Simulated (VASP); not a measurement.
Tc: single point with PBEsol

Tc:

```
Tc
1.0
     2.68343    0.00000    0.00000
    -1.34172    2.32392    0.00000
     0.00000    0.00000    8.59066
Tc
4
Direct
  0.66667 0.33333 0.75000
  0.00000 0.00000 0.50000
  0.33333 0.66667 0.25000
  0.00000 0.00000 0.00000
```

- Program: VASP 6.6.1
- Task: single point
- Functional: PBEsol
- Potentials or basis: VASP PAW PBE potentials, release 64 (Tc_pv)
- Cutoff: 520 eV
- k mesh: 11 × 11 × 3
- Occupations: fermi-dirac, width 0.05 eV
- Spin: no spin polarisation

* Pressure: 15.7 GPa
* Band gap on the k mesh: zero (bands 26 and 27 overlap by 3.21 eV)

Stress tensor (GPa, compression positive):
```
15.03  0.00  0.00
 0.00 15.03  0.00
 0.00  0.00 17.18
```

Levels at points of the mesh, in eV from the Fermi level:
```csv
k point,band 23,band 24,band 25,band 26,band 27,band 28,band 29,band 30
"(0.00, 0.00, 0.00)",-1.67,-1.40,-1.40,-1.27,-1.27,0.29,0.29,1.07
```

Wall time 36 s on 1 thread of AMD EPYC 7R13 Processor (Zen 3), with other jobs on the host, peak memory 0.16 GiB.

Caveat: the cell stands under pressure; the PAW data sets were made with another functional, which shifts forces and pressure a little.
